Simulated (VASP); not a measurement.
Set up this calculation in VASP 6.6.1, as the native input.

```
Task                   : single point
Functional             : revPBE
Potentials or basis    : VASP PAW PBE potentials, release 64 (Ti_sv, O)
Cutoff                 : 520 eV
k mesh                 : 5 × 5 × 8
Occupations            : gaussian, width 0.03 eV
Spin                   : no spin polarisation
Tolerance level        : tight
Purpose                : restart
Start                  : from scratch
Further INCAR settings : ALGO = Normal; EDIFF = 1e-06
```

The structure of TiO2 lies in POSCAR:

```
TiO2
1.0
    4.5998373239      0.0000000000      0.0000000000
    0.0000000000      4.5998373239      0.0000000000
    0.0000000000      0.0000000000      2.9592135600
Ti O
2 4
Direct
    0.0000000000      0.0000000000      0.5000000000
    0.5000000000      0.5000000000      0.0000000000
    0.3043213200      0.3043213200      0.5000000000
    0.1956786800      0.8043213200      0.0000000000
    0.8043213200      0.1956786800      0.0000000000
    0.6956786800      0.6956786800      0.5000000000
```

These files were run (other wordings do the same):

INCAR

```
GGA = RE
ISMEAR = 0
SIGMA = 0.03
LWAVE = F
LCHARG = F
ISIF = 2
PREC = Accurate
LASPH = T
LREAL = F
ALGO = Normal
EDIFF = 1E-6
NELM = 120
GGA_COMPAT = F
ENCUT = 520
EFERMI = MIDGAP
```

KPOINTS

```
k-points
0
Gamma
  5 5 8
```

Potentials or basis: VASP PAW PBE potentials, release 64 (Ti_sv, O).

Command:

```console
$ cat potpaw_PBE.64/Ti_sv/POTCAR potpaw_PBE.64/O/POTCAR > POTCAR
$ mpirun -np 1 vasp_std > vasp.out
```

Results of the run:

```json
{
  "Pressure": "8.6 GPa",
  "Largest force": "0.042 eV/Å",
  "Band gap on the k mesh": "1.87 eV"
}
```

Caveat: the cell stands under pressure; the PAW data sets were made with another functional, which shifts forces and pressure a little; an odd mesh through Γ misses points on the zone boundary, where band edges can lie.

It took 28 s on 1 thread of Intel(R) Xeon(R) Platinum 8488C (Sapphire Rapids), on a shared host, peak memory 0.2 GiB.
